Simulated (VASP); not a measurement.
Runs of VASP 6.6.1 on CsCdCl3. The structure is that of space group P4/mmm (No. 123), or close to it. The cells are those of the table. 

| cell | gap on the mesh (eV) | pressure (GPa) |
| --- | --- | --- |
| a = 4.805, b = 4.805, c = 5.343 Å, 5 atoms | 1.42 | 5.6 |
| a = 4.908, b = 4.908, c = 5.261 Å, 5 atoms | 1.50 | (c) |
| a = 4.805, b = 4.805, c = 5.296 Å, 5 atoms | (b) | 6.1 |
| a = 4.908, b = 4.908, c = 5.235 Å, 5 atoms | (a) | 3.6 |

Alike in all rows: task single point; level LDA; potentials or basis VASP PAW LDA potentials, release 64 (Cs_sv, Cd, Cl); no spin polarisation; k mesh 6 × 6 × 6; cutoff (eV) 520; smearing gaussian 0.02 eV.

Task: Fill in the values left out.

Result: (a) 1.52; (b) 1.45; (c) 3.4.

Caveats: spin-orbit coupling is left out, which moves the levels of the heavy elements; the cell stands under pressure (at least some runs); the stress differs along the axes, from 0 to 8 GPa (at least some runs); the stress differs along the axes, from 1 to 9 GPa (at least some runs).

A k mesh can miss the band edges, and the runs leave out spin-orbit coupling on Cd, Cs.
